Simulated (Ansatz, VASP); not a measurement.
One calculation of Eu, two programs

```
CELL_PARAMETERS angstrom
0.00000 2.78930 2.78930
2.78930 0.00000 2.78930
2.78930 2.78930 0.00000
ATOMIC_POSITIONS crystal
Eu 0.00000 0.00000 0.00000
```

Alike in both runs: task single point; functional PBEsol; k mesh 10 × 10 × 10; occupations fermi-dirac, width 0.08 eV; collinear spin.

```csv
,VASP,Ansatz
version,VASP 6.6.1,Ansatz 0.2.0
potentials or method,"VASP PAW PBE potentials, release 64 (Eu)","PAW with Ansatz's default frozen-core files, scalar-relativistic"
plane-wave cutoff (eV),520,420
valence electrons in the cell,17,17
```

```tsv
	VASP	Ansatz	Ansatz less VASP
net moment per atom (μB)	7.48	7.49	+0.004
size of the moment on the site where the two differ most (μB)	6.72	7.17	+0.447
```

VASP's potentials were made for PBE, not for PBEsol. Site moments also hang on the region over which each program counts them. Ansatz's warnings: given moment on shells.

Neither program's run includes spin-orbit coupling.
